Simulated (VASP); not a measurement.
Runs of VASP 6.6.1 on AlN. The structure is that of space group P6_3mc (No. 186), or close to it. The cells are those of the table. 

```tsv
cell	gap on the mesh (eV)	pressure (GPa)	largest force (eV/Å)
a = 3.131, b = 3.130, c = 5.019 Å, angles 89.1, 91.7, 120.0°, 4 atoms	(c)	-0.2	0.15
a = 3.131, b = 3.130, c = 5.019 Å, angles 91.1, 87.9, 120.0°, 4 atoms	3.99	-0.2	0.18
a = 3.130, b = 3.130, c = 5.018 Å, angles 90.6, 88.7, 120.0°, 4 atoms	4.02	-0.2	0.11
a = 3.130, b = 3.130, c = 5.018 Å, angles 90.4, 89.1, 120.0°, 4 atoms	4.03	-0.2	(a)
a = 3.130, b = 3.130, c = 5.018 Å, angles 90.2, 89.6, 120.0°, 4 atoms	(b)	-0.3	0.04
```

Alike in all rows: task single point; level PBE; potentials or basis VASP PAW PBE potentials, release 64 (Al, N); no spin polarisation; k mesh 12 × 12 × 6; cutoff (eV) 520; smearing gaussian 0.05 eV.

Q: Fill in the values left out.

A: (a) 0.07; (b) 4.04; (c) 4.01.

A k mesh can miss the band edges.
